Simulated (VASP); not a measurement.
# MnSi4 (P6/mmm) in VASP: a series of runs

MnSi4 is run at these levels: PBE; tasks: single point, relaxation of cell and atoms.

All numbers are computed with VASP 6.6.1; they aren't measurements. Logs are shortened: lines on timing, memory, paths and dates and some standing lists are left out, and cuts for length are marked.

## 1. The cell of the first run

It takes space group P6/mmm (No. 191, hexagonal). The conventional cell has a = 3.577 Å, b = 3.577 Å, c = 6.471 Å, α = 90.00°, β = 90.00°, γ = 120.00°. Mn (site symmetry 6/mmm) has 14 Si at 3.24 to 3.70 Å and 6 Mn at 3.58 Å within 4.3 Å. Within 2.4 Å of Si (site symmetry mmm) lie 6 Si at 1.79 Å. Si (site symmetry 6/mmm) has 6 Si at 1.79 Å within 2.4 Å.

The cell was built from a structure type or drawn by symmetry, and may not be a known phase.

## 2. Single point, PBE, collinear spin, ferromagnetic start

Input file INCAR:

```
PREC = Accurate
ENCUT = 520
EDIFF = 1E-7
ISMEAR = 0
SIGMA = 0.1
LREAL = F
LASPH = T
NELM = 150
ALGO = Normal
ISIF = 2
LWAVE = F
LCHARG = T
ISPIN = 2
MAGMOM = 4 0 0 0 0
LORBIT = 11
LMAXMIX = 4
GGA = PE
LELF = T
LVHAR = T
NBANDS = 26
```

Input file KPOINTS:

```
regular mesh
0
Gamma
  6 6 4
```

Input file POSCAR:

```
MnSi4
1.0
    3.5772562200      0.0000000000      0.0000000000
   -1.7886281100      3.0979947600      0.0000000000
    0.0000000000      0.0000000000      6.4712758900
Mn Si
1 4
Direct
    0.0000000000      0.0000000000      0.5000000000
    0.5000000000      0.0000000000      0.0000000000
    0.0000000000      0.5000000000      0.0000000000
    0.5000000000      0.5000000000      0.0000000000
    0.0000000000      0.0000000000      0.0000000000
```

Potentials or basis: VASP PAW PBE potentials, release 64 (Mn_pv, Si).

Started as:

```
> cat potpaw_PBE.64/Mn_pv/POTCAR potpaw_PBE.64/Si/POTCAR > POTCAR
> mpirun -np 1 vasp_std > vasp.out
```

OUTCAR:

```text
PREC = Accurate
   ENCUT = 520
   EDIFF = 1E-7
   ISMEAR = 0
   LREAL = F
   LASPH = T
   NELM = 150
   ISIF = 2
   ISPIN = 2
   LORBIT = 11
   GGA = PE

 ion  position               nearest neighbor table
   1  0.000  0.000  0.500-
   2  0.500  0.000  0.000-   3 1.79   4 1.79   4 1.79   3 1.79   5 1.79   5 1.79   5 3.10   5 3.10
                             3 3.10   4 3.10   4 3.10   3 3.10
   3  0.000  0.500  0.000-   2 1.79   5 1.79   5 1.79   2 1.79   4 1.79   4 1.79   4 3.10   4 3.10
                             2 3.10   5 3.10   2 3.10   5 3.10
   4  0.500  0.500  0.000-   2 1.79   5 1.79   2 1.79   5 1.79   3 1.79   3 1.79   3 3.10   3 3.10
                             5 3.10   2 3.10   5 3.10   2 3.10
   5  0.000  0.000  0.000-   3 1.79   4 1.79   3 1.79   4 1.79   2 1.79   2 1.79   2 3.10   2 3.10
                             4 3.10   4 3.10   3 3.10   3 3.10

  LATTYP: Found a hexagonal cell.
 ALAT       =     3.5772562200
 C/A-ratio  =     1.8090054198

  Lattice vectors:

 A1 = (   3.5772562200,   0.0000000000,   0.0000000000)
 A2 = (  -1.7886281100,   3.0979947600,   0.0000000000)
 A3 = (   0.0000000000,   0.0000000000,   6.4712758900)

Analysis of symmetry for initial positions (statically):
=====================================================================
 Subroutine PRICEL returns:
 Original cell was already a primitive cell.

 Routine SETGRP: Setting up the symmetry group for a
 hexagonal supercell.

 Subroutine GETGRP returns: Found 24 space group operations
 (whereof 24 operations were pure point group operations)
 out of a pool of 24 trial point group operations.

The static configuration has the point symmetry D_6h.

Analysis of symmetry for dynamics (positions and initial velocities):
=====================================================================
 Subroutine PRICEL returns:
 Original cell was already a primitive cell.

 Routine SETGRP: Setting up the symmetry group for a
 hexagonal supercell.

 Subroutine GETGRP returns: Found 24 space group operations
 (whereof 24 operations were pure point group operations)
 out of a pool of 24 trial point group operations.

The dynamic configuration has the point symmetry D_6h.

Analysis of structural, dynamic, and magnetic symmetry:
=====================================================================
 Subroutine PRICEL returns:
 Original cell was already a primitive cell.

 Routine SETGRP: Setting up the symmetry group for a
 hexagonal supercell.

 Subroutine GETGRP returns: Found 24 space group operations
 (whereof 24 operations were pure point group operations)
 out of a pool of 24 trial point group operations.

The overall configuration has the point symmetry D_6h.

 Subroutine INISYM returns: Found 24 space group operations
 (whereof 24 operations are pure point group operations),
 and found     1 'primitive' translations

----------------------------------------------------------------------------------------

                                     Primitive cell

  volume of cell :      71.7168

  direct lattice vectors                    reciprocal lattice vectors
     3.577256220  0.000000000  0.000000000     0.279543857  0.161394721  0.000000000
    -1.788628110  3.097994760  0.000000000     0.000000000  0.322789442  0.000000000
     0.000000000  0.000000000  6.471275890     0.000000000  0.000000000  0.154529032

  length of vectors
     3.577256220  3.577256218  6.471275890     0.322789442  0.322789442  0.154529032

  position of ions in fractional coordinates (direct lattice)
     0.000000000  0.000000000  0.500000000
     0.500000000  0.000000000  0.000000000
     0.000000000  0.500000000  0.000000000
     0.500000000  0.500000000  0.000000000
     0.000000000  0.000000000  0.000000000

  ion indices of the primitive-cell ions
   primitive index   ion index
                 1           1
                 2           2
                 3           3
                 4           4
                 5           5

----------------------------------------------------------------------------------------

 KPOINTS: regular mesh

Automatic generation of k-mesh.
 Grid dimensions read from file:
 generate k-points for:    6    6    4

 Generating k-lattice:

  Cartesian coordinates                     Fractional coordinates (reciprocal lattice)
     0.046590643  0.026899120  0.000000000     0.166666667  0.000000000  0.000000000
     0.000000000  0.053798240  0.000000000     0.000000000  0.166666667  0.000000000
     0.000000000  0.000000000  0.038632258     0.000000000  0.000000000  0.250000000

  Length of vectors
     0.053798240  0.053798240  0.038632258

  Shift w.r.t. Gamma in fractional coordinates (k-lattice)
     0.000000000  0.000000000  0.000000000

 Subroutine IBZKPT returns following result:
 ===========================================

 Found     21 irreducible k-points:

 Following reciprocal coordinates:
            Coordinates               Weight
  0.000000  0.000000  0.000000      1.000000
  0.166667 -0.000000  0.000000      6.000000
  0.333333 -0.000000  0.000000      6.000000
  0.500000 -0.000000  0.000000      3.000000
  0.166667  0.166667  0.000000      6.000000
  0.333333  0.166667  0.000000     12.000000
[... 13 lines left out ...]
  0.333333  0.166667  0.500000     12.000000
  0.333333  0.333333  0.500000      2.000000
   k-points           NKPTS =     21   k-points in BZ     NKDIM =     21   number of bands    NBANDS=     26
   number of dos      NEDOS =    301   number of ions     NIONS =      5
   total plane-waves  NPLWV =  37632
   dimension x,y,z NGX =    28 NGY =   28 NGZ =   48
   dimension x,y,z NGXF=    56 NGYF=   56 NGZF=   96
   ions per type =               1   4
   NGX,Y,Z   is equivalent  to a cutoff of  13.01, 13.01, 12.33 a.u.
   NGXF,Y,Z  is equivalent  to a cutoff of  26.02, 26.02, 24.66 a.u.
 SYSTEM =  unknown system
   PREC   = accura    normal or accurate (medium, high low for compatibility)
   ISTART =      0    job   : 0-new  1-cont  2-samecut
   ICHARG =      2    charge: 1-file 2-atom 10-const
   ISPIN  =      2    spin polarized calculation?
   LNONCOLLINEAR =      F non collinear calculations
   LSORBIT =      F    spin-orbit coupling
   LASPH  =      T    aspherical Exc in radial PAW
   ENCUT  =  520.0 eV  38.22 Ry    6.18 a.u.   6.65  6.65 12.03*2*pi/ulx,y,z
   NELM   =    150;   NELMIN=  2; NELMDL= -5     # of ELM steps
   EDIFF  = 0.1E-06   stopping-criterion for ELM
   LREAL  =      F    real-space projection
   EDIFFG = 0.1E-05   stopping-criterion for IOM
   NSW    =      0    number of steps for IOM
   IBRION =     -1    ionic relax: 0-MD 1-quasi-New 2-CG
   NFREE  =      0    steps in history (QN), initial steepest desc. (CG)
   ISIF   =      2    stress and relaxation
   ISYM   =      2    0-nonsym 1-usesym 2-fastsym
   POTIM  = 0.5000    time-step for ionic-motion
   TEBEG  =    0.0;   TEEND  =   0.0 temperature during run
   PSTRESS=    0.0 pullay stress
   NELECT =      29.0000    total number of electrons
   NUPDOWN=      -1.0000    fix difference up-down
   EMIN   =  10.00;   EMAX   =-10.00  energy-range for DOS
   EFERMI =   0.00;   METHOD = LEGACY
   ISMEAR =     0;   SIGMA  =   0.10  broadening in eV -4-tet -1-fermi 0-gaus
   EFERMI_NEDOS =   21; number of points for ismear=-14 and -15
   IALGO  =     38    algorithm
   IMIX   =      4    mixing-type and parameters
     AMIX     =   0.40;   BMIX     =  1.00
     AMIX_MAG =   1.60;   BMIX_MAG =  1.00
  volume/ion in A,a.u.               =      14.34        96.79
  Fermi-wavevector in a.u.,A,eV,Ry     =   1.210600  2.287702 19.940046  1.465552
  Thomas-Fermi vector in A             =   2.346142
   LORBIT       =     11    0 simple, 1 ext, 2 COOP (PROOUT), +10 PAW based schemes
   GGA     = PE    functional components
   LHFCALC =     F    Hartree Fock is set to
   AEXX    =    0.0000 exact exchange contribution
   IVDW    =     0    specifies the selected vdW correction
   LEPSILON=     F    determine dielectric tensor
   LRPA    =     F    only Hartree local field effects (RPA)
 spin polarized calculation
 Gauss-broadening in eV      SIGMA  =   0.10
  energy-cutoff  :      520.00
  volume of cell :       71.72
 maximum number of plane-waves:      1962
 NGX is ok and might be reduce to    28
   NGX = 13   NGY = 13   NGZ = 25

 number of electron      29.0000027 magnetization       4.4920518

 Free energy of the ion-electron system (eV)
  ---------------------------------------------------
  ext. energy  EPLUGINS =         0.00000000
  ---------------------------------------------------
  free energy    TOTEN  =         8.31669182 eV

  energy without entropy =        8.33599649  energy(sigma->0) =        8.32634416

 E-fermi :   8.9007     XC(G=0): -10.3683

 val. band max:        8.8960093263   @ k =   0.3333   0.3333   0.0000
 cond. band min:       8.9162697245   @ k =   0.3333   0.1667   0.5000
 fundamental gap:      0.0202603982
 Fermi energy:         8.9006743679

 spin component 1

 k-point     1 :       0.0000    0.0000    0.0000
  band No.  band energies     occupation
      1     -42.0421      1.00000
      2     -41.9702      1.00000
      3     -41.9702      1.00000
      4     -10.5523      1.00000
      5      -0.3386      1.00000
      6       0.6894      1.00000
[... 18 lines left out ...]
     25      15.0223      0.00000
     26      19.1053      0.00000

 k-point     2 :       0.1667   -0.0000    0.0000
  band No.  band energies     occupation
      1     -42.0419      1.00000
      2     -41.9721      1.00000
      3     -41.9707      1.00000
      4     -10.1456      1.00000
      5      -1.4329      1.00000
      6       0.0342      1.00000
[... 18 lines left out ...]
     25      16.6005      0.00000
[... 521 lines left out ...]
     25      15.6603      0.00000
     26      17.3842      0.00000

 k-point    21 :       0.3333    0.3333    0.5000
  band No.  band energies     occupation
      1     -42.0412      1.00000
      2     -41.9755      1.00000
      3     -41.9755      1.00000
      4      -5.9092      1.00000
      5      -5.8700      1.00000
      6      -5.8700      1.00000
[... 18 lines left out ...]
     25      15.8473      0.00000
     26      16.5896      0.00000
 Fermi energy:         8.9006743679

 spin component 2

 k-point     1 :       0.0000    0.0000    0.0000
  band No.  band energies     occupation
      1     -37.5030      1.00000
      2     -37.4403      1.00000
      3     -37.4403      1.00000
      4     -10.5713      1.00000
      5      -0.3826      1.00000
      6       0.6754      1.00000
[... 18 lines left out ...]
     25      14.9576      0.00000
     26      20.3870      0.00000

 k-point     2 :       0.1667   -0.0000    0.0000
  band No.  band energies     occupation
      1     -37.5027      1.00000
      2     -37.4428      1.00000
      3     -37.4409      1.00000
      4     -10.1646      1.00000
      5      -1.4491      1.00000
      6      -0.0074      1.00000
[... 18 lines left out ...]
     25      16.5701      0.00000
[... 521 lines left out ...]
     25      15.8176      0.00000
     26      17.3441      0.00000

 k-point    21 :       0.3333    0.3333    0.5000
  band No.  band energies     occupation
      1     -37.5018      1.00000
      2     -37.4473      1.00000
      3     -37.4473      1.00000
      4      -5.9299      1.00000
      5      -5.8872      1.00000
      6      -5.8872      1.00000
[... 18 lines left out ...]
     25      15.8366      0.00000
     26      16.5427      0.00000

------------------------ aborting loop because EDIFF is reached ----------------------------------------

  FORCE on cell =-STRESS in cart. coord.  units (eV):
  Direction    XX          YY          ZZ          XY          YZ          ZX
  --------------------------------------------------------------------------------------
  -------------------------------------------------------------------------------------
  Total      139.0967001    139.0966999     -2.7281312      0.0000000      0.0000000      0.0000000
  in kB     3107.4687343   3107.4687296    -60.9474024      0.0000000      0.0000000      0.0000000
  external PRESSURE =    2051.3300205 kB  Pullay stress =       0.0000000 kB

 VOLUME and BASIS-vectors are now :
 -----------------------------------------------------------------------------
  energy-cutoff  :      520.00
  volume of cell :       71.72
      direct lattice vectors                 reciprocal lattice vectors
     3.577256220  0.000000000  0.000000000     0.279543857  0.161394721  0.000000000
    -1.788628110  3.097994760  0.000000000     0.000000000  0.322789442  0.000000000
     0.000000000  0.000000000  6.471275890     0.000000000  0.000000000  0.154529032

 POSITION                                       TOTAL-FORCE (eV/Angst)
 -----------------------------------------------------------------------------------
      0.00000      0.00000      3.23564         0.000000      0.000000      0.000000
      1.78863      0.00000      0.00000        -0.000000      0.000000      0.000000
     -0.89431      1.54900      0.00000        -0.000000      0.000000      0.000000
      0.89431      1.54900      0.00000         0.000000      0.000000      0.000000
      0.00000      0.00000      0.00000         0.000000      0.000000      0.000000
 -----------------------------------------------------------------------------------
    total drift:                               -0.000000     -0.000000      0.000000

  FREE ENERGIE OF THE ION-ELECTRON SYSTEM (eV)
  ---------------------------------------------------
  free  energy   TOTEN  =         8.3166918242 eV

  energy  without entropy=        8.3359964909  energy(sigma->0) =        8.32634416

 total charge

# of ion       s       p       d       tot
------------------------------------------
    1        0.295   6.051   4.868  11.214
    2        0.991   1.774   0.000   2.765
    3        0.991   1.774   0.000   2.765
    4        0.991   1.774   0.000   2.765
    5        0.989   1.771   0.000   2.760
--------------------------------------------------
tot          4.257  13.143   4.868  22.268

 magnetization (x)

# of ion       s       p       d       tot
------------------------------------------
    1        0.054   0.010   4.221   4.285
    2       -0.000   0.003   0.000   0.003
    3       -0.000   0.003   0.000   0.003
    4       -0.000   0.003   0.000   0.003
    5        0.001  -0.008   0.000  -0.007
--------------------------------------------------
tot          0.054   0.011   4.221   4.286
```

Wall time 64 s (1 thread of Intel Xeon 6975P-C (Granite Rapids), shared host); peak memory 0.24 GiB.

What came out:

| Quantity | Value |
| --- | --- |
| Free energy | 8.3167 eV |
| Pressure | 205.1 GPa |
| Net moment | 4.49 μB per cell |
| Site moments | Mn +4.29; Si +0.00, -0.01 (each value once) μB |
| Valence electrons inside the program's atomic spheres | Mn 11.21; Si 2.77, 2.76 (each value once) |

Caveat: the cell stands under pressure.

(Continued in part 2 of 2.)
